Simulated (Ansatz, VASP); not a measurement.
# BePd: VASP beside Ansatz

```
Be Pd
1.0
     2.78487    0.00000    0.00000
     0.00000    2.78487    0.00000
     0.00000    0.00000    2.81300
Be Pd
1 1
Direct
  0.00000 0.00000 0.00000
  0.50000 0.50000 0.50000
```

Change from the starting cell: equal xx and yy strain of -1 %, crystal datasets.

Alike in both runs: task electric field gradients; functional LDA; k mesh 12 × 12 × 12; occupations fermi-dirac, width 0.08 eV; no spin polarisation.

|  | VASP | Ansatz |
| --- | --- | --- |
| version | VASP 6.6.1 | Ansatz 0.2.0 |
| potentials or method | VASP PAW LDA potentials, release 64 (Be, Pd), cutoff 520 eV | all-electron PAW with datasets made for the crystal, scalar-relativistic |

Ansatz gave:

```
pressure (GPa)                                                : -4.5
traceless stress, the component that is largest in VASP (GPa) : -0.30
size of Vzz on the site where it differs most (V/Å²)          : 3.6
```

**Question.** Which values does VASP return?

**Answer.** Pressure (GPa): -3.8; traceless stress, the component that is largest in VASP (GPa): -0.30; size of Vzz on the site where it differs most (V/Å²): 5.1.

LDA's correlation is that of Perdew and Zunger in VASP and of Perdew and Wang (1992) in Ansatz. Ansatz ran all-electron here, and VASP with PAW potentials.
